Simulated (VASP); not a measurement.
WS2, 6 atoms in the cell. The cell holds a slab with vacuum, 6 atoms: a = 3.160 Å, b = 3.160 Å, c = 23.804 Å, α = 90.00°, β = 90.00°, γ = 120.00°. 

```yaml
Program: VASP 6.6.1
Task: single point
Functional: PBE
Dispersion: D3(BJ)
Potentials_or_basis: VASP PAW PBE potentials, release 64 (S, W_sv)
Cutoff: 520 eV
k_mesh: 9 × 9 × 1
Occupations: gaussian, width 0.05 eV
Spin: no spin polarisation
Dipole_correction: yes
Further_INCAR_settings: ALGO = Normal; EDIFF = 1e-06; NBANDS = 35
```

Potentials or basis: VASP PAW PBE potentials, release 64 (S, W_sv).

The run is started by

```sh
$ cat potpaw_PBE.64/S/POTCAR potpaw_PBE.64/W_sv/POTCAR > POTCAR
$ mpirun -np 1 vasp_std > vasp.out
```

Hardware: 1 thread of AMD EPYC 9R45 96-Core Processor (Zen 5), on a shared host.

Q: How long does it take, and how much memory?

A: It took 97 s on 1 thread of AMD EPYC 9R45 96-Core Processor (Zen 5), on a shared host, peak memory 0.3 GiB. Counts: scf iterations 22, k points 12.
